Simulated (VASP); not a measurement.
Input of a VASP 6.6.1 run:

The input POSCAR:

```
CaO
1.0
    3.3199366186      0.0000000000      0.0000000000
   -1.6599683093      2.8751494507      0.0000000000
    0.0000000000      0.0000000000      5.8143085453
Ca O
2 2
Direct
    0.0000000000      0.0000000000      0.0000000000
    0.0000000000      0.0000000000      0.5000000000
    0.3333333333      0.6666666667      0.2500000000
    0.6666666667      0.3333333333      0.7500000000
```

The input INCAR.step1:

```
PREC = Accurate
ENCUT = 500
EDIFF = 1E-8
ISMEAR = 0
SIGMA = 0.01
LREAL = F
LASPH = T
NELM = 80
ALGO = Normal
LWAVE = T
LCHARG = F
GGA = PE
```

The input INCAR.step2:

```
PREC = Accurate
ENCUT = 500
EDIFF = 1E-8
ISMEAR = 0
SIGMA = 0.01
LREAL = F
LASPH = T
NELM = 1
ALGO = Exact
LWAVE = T
LCHARG = F
GGA = PE
NBANDS = 224
LOPTICS = T
ISTART = 1
```

File INCAR.step3:

```
PREC = Accurate
ENCUT = 500
EDIFF = 1E-8
ISMEAR = 0
SIGMA = 0.01
LREAL = F
LASPH = T
ALGO = EVGW0
LWAVE = F
LCHARG = F
GGA = PE
NELMGW = 1
NBANDS = 224
ENCUTGW = 140.0
NOMEGA = 96
PRECFOCK = Fast
ISTART = 1
NBANDSGW = 24
OMEGAMAX = 20
```

The input KPOINTS:

```
Automatic mesh
0
Gamma
  6 6 2
```

Potentials or basis: VASP PAW PBE potentials, release 64 (Ca_sv_GW, O_GW).

Launch:

```bash
$ cat potpaw_PBE.64/Ca_sv_GW/POTCAR potpaw_PBE.64/O_GW/POTCAR > POTCAR
$ cp INCAR.step1 INCAR
$ mpirun -np 1 vasp_std > vasp.out
$ cp INCAR.step2 INCAR
$ mpirun -np 1 vasp_std > vasp.out
$ cp INCAR.step3 INCAR
$ mpirun -np 1 vasp_std > vasp.out
```

(1) What does it give for the quasiparticle gap?

(2) Predict the least direct quasiparticle gap.

(3) What does it give for the least direct gap of the starting levels on the mesh?

(4) Estimate the band gap of the starting levels on the mesh.

Answers

(1) 6.14 eV.

(2) 6.14 eV.

(3) 3.85 eV.

(4) 3.85 eV.

Caveat: the k points lie up to 0.54 Å⁻¹ apart; bands, screening cutoff and mesh are small and nothing is extrapolated, so the quasiparticle values aren't converged.
